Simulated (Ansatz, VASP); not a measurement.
BAs in VASP and in Ansatz

```
B As
1.0
     0.00000    2.38850    2.38850
     2.38850    0.00000    2.38850
     2.38850    2.38850    0.00000
B As
1 1
Direct
  0.00000 0.00000 0.00000
  0.75000 0.75000 0.75000
```

Alike in both runs: task electric field gradients; functional LDA; k mesh 15 × 15 × 15; occupations fermi-dirac, width 0.03 eV; no spin polarisation.

|  | VASP | Ansatz |
| --- | --- | --- |
| version | VASP 6.6.1 | Ansatz 0.2.0 |
| potentials or method | VASP PAW LDA potentials, release 64 (B, As), cutoff 520 eV | all-electron PAW with datasets made for the crystal, scalar-relativistic |

Ansatz gave:

| Item | Value |
| --- | --- |
| gap on the k mesh at the Fermi level (eV) | 1.13 |
| pressure (GPa) | -3.9 |

What did VASP give for the same quantities?

gap on the k mesh at the Fermi level (eV): 1.12; pressure (GPa): -3.1.

LDA's correlation is that of Perdew and Zunger in VASP and of Perdew and Wang (1992) in Ansatz. Ansatz ran all-electron here, and VASP with PAW potentials.
